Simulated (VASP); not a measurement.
Write the native input for VASP 6.6.1 that does the following.

```
Task                   : single point
Functional             : PBEsol
Potentials or basis    : VASP PAW PBE potentials, release 64 (C)
Cutoff                 : 520 eV
k mesh                 : 15 × 15 × 3
Occupations            : gaussian, width 0.05 eV
Spin                   : no spin polarisation
Dipole correction      : no
Further INCAR settings : ALGO = Normal; EDIFF = 1e-06; NBANDS = 21
```

The structure of C lies in POSCAR:

```
C
1.0
   -2.4589102530      0.0000000000      0.0000000000
   -1.2294551265     -2.1294787447      0.0000000000
   -2.0490918775     -1.4196524965     10.7943044874
C
6
Direct
    0.5833551990      0.5555847098      0.1666229354
    0.5833551990     -0.5555264014      0.8332896020
    0.0833551990      0.0000291542      0.4999562687
    0.2499948010      0.1111041791      0.8333437313
    0.7499948010      0.6666597347      0.5000103980
    0.2499948010      0.2222152902      0.1666770646
```

This cell differs from its parent crystal: layers slid over each other.

The input as run:

INCAR

```
PREC = Accurate
ENCUT = 520
EDIFF = 1E-6
ISMEAR = 0
SIGMA = 0.05
LREAL = False
LASPH = True
NELM = 100
ALGO = Normal
ISIF = 2
LWAVE = False
LCHARG = True
GGA = PS
LELF = True
LVHAR = True
NBANDS = 21
```

KPOINTS

```
Automatic mesh
0
Gamma
  15 15 3
```

Potentials or basis: VASP PAW PBE potentials, release 64 (C).

The run is started by

```sh
$ cat potpaw_PBE.64/C/POTCAR > POTCAR
$ mpirun -np 1 vasp_std > vasp.out
```

Results of the run:

```json
{
  "Pressure": "0.6 GPa",
  "Largest force": "0.008 eV/Å"
}
```

Caveat: the cell differs from its parent crystal (layers slid over each other); this functional lacks dispersion, which binds the layers, so the pressure and a relaxed spacing across them are unreliable; the PAW data sets were made with another functional, which shifts forces and pressure a little.

It took 2.2 min on 1 thread of AMD EPYC 9R45 (Zen 5), on a shared host, peak memory 0.34 GiB.
